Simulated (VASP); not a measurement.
Set up this calculation in VASP 6.6.1, as the native input.

```
Task                   : single point
Functional             : LDA
Potentials or basis    : VASP PAW LDA potentials, release 64 (W_sv)
Cutoff                 : 520 eV
k mesh                 : 16 × 16 × 16
Occupations            : fermi-dirac, width 0.15 eV
Spin                   : no spin polarisation
Dipole correction      : no
Further INCAR settings : ALGO = Normal; EDIFF = 1e-06; NBANDS = 13
```

The structure of W lies in POSCAR:

```
W
1.0
   -1.5676922786      1.5676922786      1.5676922786
    1.5676922786     -1.5676922786      1.5676922786
    1.5676922786      1.5676922786     -1.5676922786
W
1
Direct
    0.0000000000      0.0000000000      0.0000000000
```

One way to write it, as run:

INCAR

```
ALGO = Normal
EDIFF = 1E-6
ENCUT = 520
GGA = CA
ISIF = 2
ISMEAR = -1
LASPH = True
LCHARG = False
LREAL = False
LWAVE = False
NBANDS = 13
NELM = 80
PREC = Accurate
SIGMA = 0.15
```

KPOINTS

```
k-points
0
Gamma
  16 16 16
```

Potentials or basis: VASP PAW LDA potentials, release 64 (W_sv).

The run is started by

```bash
$ cat potpaw_LDA.64/W_sv/POTCAR > POTCAR
$ mpirun -np 1 vasp_std > vasp.out
```

It gave:

* Pressure: 1.9 GPa
* Band gap on the k mesh: zero (band 7 reaches 17.09 eV, above the bottom of band 8 at 10.43 eV)

Caveat: spin-orbit coupling is left out, which moves the levels of the heavy elements.

It took 9.4 s on 1 thread of Intel(R) Xeon(R) 6975P-C (Granite Rapids), on a shared host, peak memory 0.14 GiB.
